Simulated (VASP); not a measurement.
## O: relaxation of cell and atoms with BLYP+D3(BJ)

Crystal: O.

```
CELL_PARAMETERS angstrom
0.00000 2.17086 2.17086
2.17086 0.00000 2.17086
2.17086 2.17086 0.00000
ATOMIC_POSITIONS crystal
O 0.25000 0.25000 0.25000
O 0.00000 0.00000 0.00000
```

```json
{
 "Program": "VASP 6.6.1",
 "Task": "relaxation of cell and atoms",
 "Functional": "BLYP",
 "Dispersion": "D3(BJ)",
 "Potentials or basis": "VASP PAW PBE potentials, release 64 (O)",
 "Cutoff": "600 eV",
 "k mesh": "8 × 8 × 8",
 "Occupations": "fermi-dirac, width 0.1 eV",
 "Spin": "no spin polarisation",
 "Dipole correction": "no",
 "Further INCAR settings": "ALGO = Normal; EDIFF = 1e-06; IBRION = 2; EDIFFG = -0.02; NSW = 80; ISIF = 3"
}
```

* Relaxed volume: 10.98 Å³/atom
* Relaxed cell: a = 3.143 Å, b = 3.143 Å, c = 3.143 Å, α = 60.00°, β = 60.00°, γ = 60.00°
* Space group after relaxing (to 0.05 Å): Fd-3m (No. 227)
* Energy gained by relaxing: 21.0 meV/atom
* Ionic steps: 3
* Pressure after relaxing: 0.0 GPa
* Band gap on the k mesh: zero (band 6 reaches 0.69 eV, above the bottom of band 7 at -0.32 eV)
* Dispersion energy per atom: -0.150 eV

The path:
| step | energy change (eV) | largest force (eV/Å) | pressure (GPa) | volume (Å³) |
| --- | --- | --- | --- | --- |
| 1 | 0.0000 | 0.0000 | 9.30 | 20.46 |
| 2 | -0.0404 | 0.0000 | -1.68 | 22.27 |
| 3 | -0.0420 | 0.0000 | 0.00 | 21.96 |

Final structure:
```
CELL_PARAMETERS angstrom
0.00000 2.22257 2.22257
2.22257 0.00000 2.22257
2.22257 2.22257 0.00000
ATOMIC_POSITIONS crystal
O 0.25000 0.25000 0.25000
O 0.00000 0.00000 0.00000
```

Levels at points of the mesh, in eV from the Fermi level:
```
           k point  band 3  band 4  band 5  band 6  band 7  band 8  band 9  band 10
(0.00, 0.00, 0.00)   -3.59   -3.59   -3.59   -0.61   -0.61   -0.61    9.92    23.58
(0.50, 0.00, 0.00)   -4.84   -4.47   -4.47    0.41    0.41    1.04   13.40    16.03
(0.50, 0.50, 0.00)   -5.50   -5.50   -2.09   -2.09    1.60    1.60   13.50    13.50
```

It took 27 s on 1 thread of AMD EPYC 9R45 96-Core Processor (Zen 5) (shared host), peak memory 0.13 GiB.

Caveat: the PAW data sets were made with another functional, which shifts forces and pressure a little; pairwise dispersion overbinds metals, which lowers pressure and volume.
